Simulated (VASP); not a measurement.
Set up this calculation in VASP 6.6.1, as the native input.

```
Task                   : single point
Functional             : r2SCAN
Potentials or basis    : VASP PAW PBE potentials, release 64 (Y_sv, V_sv)
Cutoff                 : 520 eV
k mesh                 : 10 × 10 × 10
Occupations            : gaussian, width 0.1 eV
Spin                   : collinear spin, ferromagnetic start
Starting moments       : [0.0, 0.0, 0.0, 2.0] μB
Dipole correction      : no
Further INCAR settings : ALGO = Normal; EDIFF = 1e-06; NBANDS = 35
```

The system is Y3V.

```
CELL_PARAMETERS angstrom
0.00000 3.81222 3.81222
3.81222 0.00000 3.81222
3.81222 3.81222 0.00000
ATOMIC_POSITIONS crystal
Y 0.25000 0.25000 0.25000
Y 0.75000 0.75000 0.75000
Y 0.50000 0.50000 0.50000
V 0.00000 0.00000 0.00000
```

The input as run:

POSCAR

```
Y3V
1.0
    0.0000000000      3.8122163958      3.8122163958
    3.8122163958      0.0000000000      3.8122163958
    3.8122163958      3.8122163958      0.0000000000
Y V
3 1
Direct
    0.2500000000      0.2500000000      0.2500000000
    0.7500000000      0.7500000000      0.7500000000
    0.5000000000      0.5000000000      0.5000000000
    0.0000000000      0.0000000000      0.0000000000
```

INCAR.step1

```
SYSTEM = Y3V
  ALGO = Normal
  EDIFF = 1E-4
  ENCUT = 520
  GGA = PE
  ISMEAR = 0
  ISPIN = 2
  LASPH = .True.
  LCHARG = .False.
  LMAXMIX = 4
  LREAL = .False.
  LWAVE = .True.
  MAGMOM = 0 0 0 2
  NBANDS = 35
  NELM = 150
  PREC = Accurate
  SIGMA = 0.1
```

INCAR.step2

```
SYSTEM = Y3V
  ALGO = Normal
  EDIFF = 1E-6
  ENCUT = 520
  ISIF = 2
  ISMEAR = 0
  ISPIN = 2
  ISTART = 1
  LASPH = .True.
  LCHARG = .False.
  LMAXMIX = 4
  LMIXTAU = .True.
  LORBIT = 11
  LREAL = .False.
  LWAVE = .False.
  MAGMOM = 0 0 0 2
  METAGGA = R2SCAN
  NBANDS = 35
  NELM = 150
  PREC = Accurate
  SIGMA = 0.1
```

KPOINTS

```
k-points
0
Gamma
  10 10 10
  0 0 0
```

Potentials or basis: VASP PAW PBE potentials, release 64 (Y_sv, V_sv).

The run is started by

```console
$ cat potpaw_PBE.64/Y_sv/POTCAR potpaw_PBE.64/V_sv/POTCAR > POTCAR
$ cp INCAR.step1 INCAR
$ mpirun -np 1 vasp_std > vasp.out
$ cp INCAR.step2 INCAR
$ mpirun -np 1 vasp_std > vasp.out
```

Results of the run:

| Property | Result |
| --- | --- |
| Pressure | 0.9 GPa |
| Net moment | -3.87 μB per cell |
| Site moments | Y -0.12, +0.15 (each value once); V -2.78 μB |
| Valence electrons inside the program's atomic spheres | Y 9.50, 9.55 (each value once); V 11.25 |

Caveat: the PAW data sets were made with another functional, which shifts forces and pressure a little.

It took 31 min on 1 thread of Oxide Virtual Turin-like Processor, on a shared host, peak memory 0.48 GiB.
